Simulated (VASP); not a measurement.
Bi: single point with PBE

The system is Bi, a slab with vacuum.

```
CELL_PARAMETERS angstrom
4.34900 0.00000 0.00000
-2.17450 3.76634 0.00000
0.00000 0.00000 28.00000
ATOMIC_POSITIONS crystal
Bi 0.33333 0.66667 0.53961
Bi 0.66667 0.33333 0.46039
```

```
Program             : VASP 6.6.1
Task                : single point
Functional          : PBE
Potentials or basis : VASP PAW PBE potentials, release 64 (Bi_d)
Cutoff              : 520 eV
k mesh              : 9 × 9 × 1
Occupations         : gaussian, width 0.02 eV
Spin                : no spin polarisation
```

| Quantity | Value |
| --- | --- |
| Largest force | 2.162 eV/Å |
| Band gap on the k mesh | zero (band 15 reaches -1.71 eV, above the bottom of band 16 at -1.96 eV) |

Forces in eV/Å, atoms in the order of the input:
```
Bi   0.000  0.000 -2.162
Bi   0.000  0.000  2.162
```

Levels at points of the mesh, in eV from the Fermi level:
```csv
k point,band 11,band 12,band 13,band 14,band 15,band 16,band 17,band 18,band 19,band 20
"(0.00, 0.00, 0.00)",-12.00,-9.79,-1.97,0.23,0.23,0.40,1.84,1.84,3.02,3.26
```

Wall time 110 s on 1 thread of Intel(R) Xeon(R) 6975P-C (Granite Rapids), on a shared host, peak memory 0.48 GiB.

Caveat: spin-orbit coupling is left out, which moves the levels of the heavy elements.
